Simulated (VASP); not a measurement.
Input of a VASP 6.6.1 run:

The input POSCAR:

```
MgB
1.0
    2.8362288461      0.0000000000      0.0000000000
    0.0000000000      2.8362288461      0.0000000000
    0.0000000000      0.0000000000      2.8362288461
Mg B
1 1
Direct
    0.0000000000      0.0000000000      0.0000000000
    0.5000000000      0.5000000000      0.5000000000
```

File INCAR.step1:

```
ALGO = Normal
EDIFF = 1E-4
ENCUT = 520
GGA = PE
ISMEAR = -1
LASPH = T
LCHARG = F
LREAL = F
LWAVE = T
NBANDS = 10
NELM = 60
PREC = Accurate
SIGMA = 0.05
```

Contents of INCAR.step2:

```
ALGO = Normal
EDIFF = 1E-6
ENCUT = 520
ISIF = 2
ISMEAR = -1
ISTART = 1
LASPH = T
LCHARG = F
LMIXTAU = T
LREAL = F
LWAVE = F
METAGGA = R2SCAN
NBANDS = 10
NELM = 60
PREC = Accurate
SIGMA = 0.05
```

KPOINTS

```
k-points
0
Gamma
  9 9 9
```

Potentials or basis: VASP PAW PBE potentials, release 64 (Mg, B).

Launch:

```console
$ cat potpaw_PBE.64/Mg/POTCAR potpaw_PBE.64/B/POTCAR > POTCAR
$ cp INCAR.step1 INCAR
$ mpirun -np 1 vasp_std > vasp.out
$ cp INCAR.step2 INCAR
$ mpirun -np 1 vasp_std > vasp.out
```

**Question.** Predict the band gap on the k mesh.

**Answer.** Zero (an odd number of electrons rules out a gap without spin polarisation).

**Question.** What does it give for the pressure?

**Answer.** 4.6 GPa.

Caveat: the cell stands under pressure; the PAW data sets were made with another functional, which shifts forces and pressure a little.
